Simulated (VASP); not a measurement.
# F: single point with PBE

F:

```
F
1.0
     0.00000    1.36996    1.36996
     1.36996    0.00000    1.36996
     1.36996    1.36996    0.00000
F
1
Direct
  0.00000 0.00000 0.00000
```

This cell differs from its parent crystal: volume scaled by 0.5.

- Program: VASP 6.6.1
- Task: single point
- Functional: PBE
- Potentials or basis: VASP PAW PBE potentials, release 64 (F)
- Cutoff: 520 eV
- k mesh: 17 × 17 × 17
- Occupations: fermi-dirac, width 0.1 eV
- Spin: no spin polarisation

The pressure is 203.8 GPa.

Levels at points of the mesh, in eV from the Fermi level:
```tsv
k point	band 1	band 2	band 3	band 4	band 5	band 6	band 7	band 8
(0.00, 0.00, 0.00)	-28.82	1.50	1.50	1.50	23.77	44.38	44.38	44.38
```

Run time: 4 s on 1 thread of Intel Xeon 6975P-C, with other jobs on the host, peak memory 0.11 GiB.

Caveat: an odd number of electrons without spin polarisation forces a metal; a magnetic or distorted state may lie lower.
